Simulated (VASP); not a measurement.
# Hg2ICl (P4/mmm) in VASP: single point with PBE

Aim: the single point of Hg2ICl with PBE.

Everything below comes from runs of VASP 6.6.1. Logs are shortened: lines on timing, memory, paths and dates and some standing lists are left out, and cuts for length are marked.

**1. The cell of the first run**

Symmetry: P4/mmm, No. 123, tetragonal system. The conventional cell has a = 4.472 Å, b = 4.472 Å, c = 6.340 Å, α = 90.00°, β = 90.00°, γ = 90.00°. Hg (site symmetry 4/mmm) has 4 I at 3.16 Å and 2 Cl at 3.17 Å within 4.2 Å. Hg (site symmetry 4/mmm) has 4 Cl at 3.16 Å and 2 I at 3.17 Å within 4.2 Å. Within 4.2 Å of I (site symmetry 4/mmm) lie 6 Hg at 3.16 to 3.17 Å. Within 4.2 Å of Cl (site symmetry 4/mmm) lie 6 Hg at 3.16 to 3.17 Å.

The cell was generated, and may not be a known phase.

**2. Single point, PBE**

Contents of INCAR:

```
SYSTEM = Hg2ICl
ALGO     = Normal         ! electronic algorithm
EDIFF    = 1E-6           ! SCF threshold, eV
ENCUT    = 520            ! plane-wave cutoff, eV
GGA      = PE             ! functional
ISIF     = 2              ! what is computed and relaxed
ISMEAR   = 0              ! smearing method
LASPH    = .True.         ! aspherical terms in the spheres
LCHARG   = .False.        ! write CHGCAR
LREAL    = .False.        ! projectors in reciprocal space
LWAVE    = .False.        ! write WAVECAR
NBANDS   = 27             ! bands
NELM     = 60             ! most SCF steps
PREC     = Accurate       ! precision mode
SIGMA    = 0.1            ! smearing width, eV
```

Contents of KPOINTS:

```
k-points
0
Gamma
  4 4 4
  0 0 0
```

Contents of POSCAR:

```
Hg2ICl
1.0
    4.4715695800      0.0000000000      0.0000000000
    0.0000000000      4.4715695800      0.0000000000
    0.0000000000      0.0000000000      6.3397463700
Hg I Cl
2 1 1
Direct
    0.0000000000      0.0000000000      0.0000000000
    0.5000000000      0.5000000000      0.5000000000
    0.5000000000      0.5000000000      0.0000000000
    0.0000000000      0.0000000000      0.5000000000
```

Potentials or basis: VASP PAW PBE potentials, release 64 (Hg, I, Cl).

The run is started by

```bash
> cat potpaw_PBE.64/Hg/POTCAR potpaw_PBE.64/I/POTCAR potpaw_PBE.64/Cl/POTCAR > POTCAR
> mpirun -np 1 vasp_std > vasp.out
```

OUTCAR:

```text
SYSTEM = Hg2ICl
   EDIFF = 1E-6
   ENCUT = 520
   GGA = PE
   ISIF = 2
   ISMEAR = 0
   LASPH = .True.
   LREAL = .False.
   NELM = 60
   PREC = Accurate

 ion  position               nearest neighbor table
   1  0.000  0.000  0.000-   3 3.16   3 3.16   3 3.16   3 3.16   4 3.17   4 3.17
   2  0.500  0.500  0.500-   4 3.16   4 3.16   4 3.16   4 3.16   3 3.17   3 3.17
   3  0.500  0.500  0.000-   1 3.16   1 3.16   1 3.16   1 3.16   2 3.17   2 3.17
   4  0.000  0.000  0.500-   2 3.16   2 3.16   2 3.16   2 3.16   1 3.17   1 3.17

  LATTYP: Found a simple tetragonal cell.
 ALAT       =     4.4715695800
 C/A-ratio  =     1.4177899408

  Lattice vectors:

 A1 = (   4.4715695800,   0.0000000000,   0.0000000000)
 A2 = (   0.0000000000,   4.4715695800,   0.0000000000)
 A3 = (   0.0000000000,   0.0000000000,   6.3397463700)

Analysis of symmetry for initial positions (statically):
=====================================================================
 Subroutine PRICEL returns:
 Original cell was already a primitive cell.

 Routine SETGRP: Setting up the symmetry group for a
 simple tetragonal supercell.

 Subroutine GETGRP returns: Found 16 space group operations
 (whereof 16 operations were pure point group operations)
 out of a pool of 16 trial point group operations.

The static configuration has the point symmetry D_4h.

Analysis of symmetry for dynamics (positions and initial velocities):
=====================================================================
 Subroutine PRICEL returns:
 Original cell was already a primitive cell.

 Routine SETGRP: Setting up the symmetry group for a
 simple tetragonal supercell.

 Subroutine GETGRP returns: Found 16 space group operations
 (whereof 16 operations were pure point group operations)
 out of a pool of 16 trial point group operations.

The dynamic configuration has the point symmetry D_4h.

 Subroutine INISYM returns: Found 16 space group operations
 (whereof 16 operations are pure point group operations),
 and found     1 'primitive' translations

----------------------------------------------------------------------------------------

                                     Primitive cell

  volume of cell :     126.7628

  direct lattice vectors                    reciprocal lattice vectors
     4.471569580  0.000000000  0.000000000     0.223635120  0.000000000  0.000000000
[... 81 lines left out ...]
   ENCUT  =  520.0 eV  38.22 Ry    6.18 a.u.   8.31  8.31 11.79*2*pi/ulx,y,z
   NELM   =     60;   NELMIN=  2; NELMDL= -5     # of ELM steps
   EDIFF  = 0.1E-05   stopping-criterion for ELM
   LREAL  =      F    real-space projection
   EDIFFG = 0.1E-04   stopping-criterion for IOM
   NSW    =      0    number of steps for IOM
   IBRION =     -1    ionic relax: 0-MD 1-quasi-New 2-CG
   NFREE  =      0    steps in history (QN), initial steepest desc. (CG)
   ISIF   =      2    stress and relaxation
   ISYM   =      2    0-nonsym 1-usesym 2-fastsym
   POTIM  = 0.5000    time-step for ionic-motion
   TEBEG  =    0.0;   TEEND  =   0.0 temperature during run
   PSTRESS=    0.0 pullay stress
   NELECT =      38.0000    total number of electrons
   NUPDOWN=      -1.0000    fix difference up-down
   EMIN   =  10.00;   EMAX   =-10.00  energy-range for DOS
   EFERMI =   0.00;   METHOD = LEGACY
   ISMEAR =     0;   SIGMA  =   0.10  broadening in eV -4-tet -1-fermi 0-gaus
   EFERMI_NEDOS =   21; number of points for ismear=-14 and -15
   IALGO  =     38    algorithm
   IMIX   =      4    mixing-type and parameters
     AMIX     =   0.40;   BMIX     =  1.00
     AMIX_MAG =   1.60;   BMIX_MAG =  1.00
  volume/ion in A,a.u.               =      31.69       213.86
  Fermi-wavevector in a.u.,A,eV,Ry     =   1.095651  2.070479 16.333116  1.200450
  Thomas-Fermi vector in A             =   2.231978
   LORBIT       =      0    0 simple, 1 ext, 2 COOP (PROOUT), +10 PAW based schemes
   GGA     = PE    functional components
   LHFCALC =     F    Hartree Fock is set to
   AEXX    =    0.0000 exact exchange contribution
   IVDW    =     0    specifies the selected vdW correction
   LEPSILON=     F    determine dielectric tensor
   LRPA    =     F    only Hartree local field effects (RPA)
 non-spin polarized calculation
 Gauss-broadening in eV      SIGMA  =   0.10
  energy-cutoff  :      520.00
  volume of cell :      126.76
 maximum number of plane-waves:      3448
 NGX is ok and might be reduce to    36
   NGX = 17   NGY = 17   NGZ = 23

 number of electron      37.9999994 magnetization

 Free energy of the ion-electron system (eV)
  ---------------------------------------------------
  ext. energy  EPLUGINS =         0.00000000
  ---------------------------------------------------
  free energy    TOTEN  =        -4.30996361 eV

  energy without entropy =       -4.28919599  energy(sigma->0) =       -4.29957980

 E-fermi :   1.8141     XC(G=0):  -8.8096

 val. band max:        1.7949849663   @ k =   0.5000   0.2500   0.5000
 cond. band min:       1.8332102942   @ k =   0.2500   0.0000   0.2500
 fundamental gap:      0.0382253280
 Fermi energy:         1.8141405640

 k-point     1 :       0.0000    0.0000    0.0000
  band No.  band energies     occupation
      1     -12.5697      2.00000
      2     -11.5224      2.00000
      3      -4.3619      2.00000
      4      -4.3273      2.00000
      5      -4.1228      2.00000
      6      -4.1228      2.00000
[... 529 lines left out ...]
     26       8.7040      0.00000
     27      11.3020      0.00000

------------------------ aborting loop because EDIFF is reached ----------------------------------------

  FORCE on cell =-STRESS in cart. coord.  units (eV):
  Direction    XX          YY          ZZ          XY          YZ          ZX
  --------------------------------------------------------------------------------------
  -------------------------------------------------------------------------------------
  Total       -0.0718276     -0.0718276     -0.7290435      0.0000000      0.0000000     -0.0000000
  in kB       -0.9078414     -0.9078414     -9.2145083      0.0000000      0.0000000     -0.0000000
  external PRESSURE =      -3.6767303 kB  Pullay stress =       0.0000000 kB

 VOLUME and BASIS-vectors are now :
 -----------------------------------------------------------------------------
  energy-cutoff  :      520.00
  volume of cell :      126.76
      direct lattice vectors                 reciprocal lattice vectors
     4.471569580  0.000000000  0.000000000     0.223635120  0.000000000  0.000000000
     0.000000000  4.471569580  0.000000000     0.000000000  0.223635120  0.000000000
     0.000000000  0.000000000  6.339746370     0.000000000  0.000000000  0.157735017

 POSITION                                       TOTAL-FORCE (eV/Angst)
 -----------------------------------------------------------------------------------
      0.00000      0.00000      0.00000         0.000000      0.000000      0.000000
      2.23578      2.23578      3.16987         0.000000      0.000000      0.000000
      2.23578      2.23578      0.00000         0.000000      0.000000      0.000000
      0.00000      0.00000      3.16987         0.000000      0.000000      0.000000
 -----------------------------------------------------------------------------------
    total drift:                                0.000000      0.000000      0.000000

  FREE ENERGIE OF THE ION-ELECTRON SYSTEM (eV)
  ---------------------------------------------------
  free  energy   TOTEN  =        -4.3099636095 eV

  energy  without entropy=       -4.2891959896  energy(sigma->0) =       -4.29957980
```

stdout:

```text
POSCAR found type information on POSCAR HgI Cl
 POSCAR found :  3 types and       4 ions
 scaLAPACK will be used
 LDA part: xc-table for (Slater+PW92), standard interpolation
 POSCAR, INCAR and KPOINTS ok, starting setup
 FFT: planning ... GRIDC
 FFT: planning ... GRID_SOFT
 FFT: planning ... GRID
 WAVECAR not read
 entering main loop
```

It took 87 s on 1 thread of AMD EPYC 7R13, shared host; peak memory 0.23 GiB.

Results:

| Quantity | Value |
| --- | --- |
| Free energy | -4.3100 eV |
| Pressure | -0.4 GPa |
| Band gap on the k mesh | zero (bands 19 and 20 overlap by 3.71 eV) |

Stress tensor (GPa, compression positive):
```
-0.09  0.00  0.00
 0.00 -0.09  0.00
 0.00  0.00 -0.92
```

Levels at points of the mesh, in eV from the Fermi level:
| k point | band 16 | band 17 | band 18 | band 19 | band 20 | band 21 | band 22 | band 23 |
| --- | --- | --- | --- | --- | --- | --- | --- | --- |
| (0.00, 0.00, 0.00) | -2.40 | -2.29 | -2.29 | -2.29 | -2.20 | 5.51 | 6.23 | 7.56 |
| (0.50, 0.00, 0.00) | -2.78 | -1.88 | -1.56 | 0.28 | 1.26 | 3.17 | 3.86 | 4.44 |
| (0.50, 0.50, 0.00) | -2.84 | -2.84 | -2.77 | -2.60 | -1.83 | 5.75 | 5.75 | 6.11 |
| (0.00, 0.00, 0.50) | -2.68 | -2.48 | -2.48 | -0.71 | 0.25 | 4.24 | 4.72 | 5.72 |
| (0.50, 0.00, 0.50) | -1.84 | -1.62 | -1.47 | 1.51 | 1.72 | 2.30 | 2.79 | 4.22 |
| (0.50, 0.50, 0.50) | -3.57 | -3.05 | -3.05 | -0.71 | 0.62 | 4.78 | 4.79 | 4.93 |

Caveat: spin-orbit coupling is left out, which moves the levels of the heavy elements.

The gap in the log of VASP goes by the Fermi energy; the results here count the filled bands.